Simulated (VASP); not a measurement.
Input of a VASP 6.6.1 run:

File INCAR:

```
SYSTEM = Sc2SnS
ALGO     = Fast           ! electronic algorithm
EDIFF    = 1E-6           ! SCF threshold, eV
ENCUT    = 520            ! plane-wave cutoff, eV
GGA      = PE             ! functional
ISIF     = 2              ! what is computed and relaxed
ISMEAR   = 0              ! smearing method
ISPIN    = 2              ! spin polarisation
LASPH    = .TRUE.         ! aspherical terms in the spheres
LCHARG   = .TRUE.         ! write CHGCAR
LELF     = .TRUE.         ! ELF
LMAXMIX  = 4              ! l up to which the mixer works
LORBIT   = 11             ! projections on sites
LREAL    = .FALSE.        ! projectors in reciprocal space
LVHAR    = .TRUE.       
LWAVE    = .FALSE.        ! write WAVECAR
MAGMOM   = 1 1 0 0        ! initial moments
NBANDS   = 33             ! bands
NELM     = 150            ! most SCF steps
PREC     = Accurate       ! precision mode
SIGMA    = 0.1            ! smearing width, eV
```

File KPOINTS:

```
k-points
0
G
  4 4 4
  0 0 0
```

Contents of POSCAR:

```
Sc2SnS
1.0
    4.9664483605      0.0000000000      0.0000000000
    0.0000000000      4.9664483605      0.0000000000
    0.0000000000      0.0000000000      3.7707083670
Sc Sn S
2 1 1
Direct
    0.0000000000      0.5000000000      0.5000000000
    0.5000000000      0.0000000000      0.5000000000
    0.0000000000      0.0000000000      0.0000000000
    0.5000000000      0.5000000000      0.5000000000
```

Potentials or basis: VASP PAW PBE potentials, release 64 (Sc_sv, Sn_d, S).

The run is started by

```bash
$ cat potpaw_PBE.64/Sc_sv/POTCAR potpaw_PBE.64/Sn_d/POTCAR potpaw_PBE.64/S/POTCAR > POTCAR
$ mpirun -np 1 vasp_std > vasp.out
```

Q: Estimate the net moment.

A: 0.00 μB per cell.

Q: Predict the pressure.

A: -0.2 GPa.

Q: What does it give for the band gap on the k mesh?

A: Zero (filled and empty bands overlap).

Stress tensor (GPa, compression positive):
```
 0.03  0.00  0.00
 0.00  0.03  0.00
 0.00  0.00 -0.56
```

Caveat: the k points lie up to 0.42 Å⁻¹ apart, too coarse for converged energies and pressures of a metal; spin-orbit coupling is left out, which moves the levels of the heavy elements.
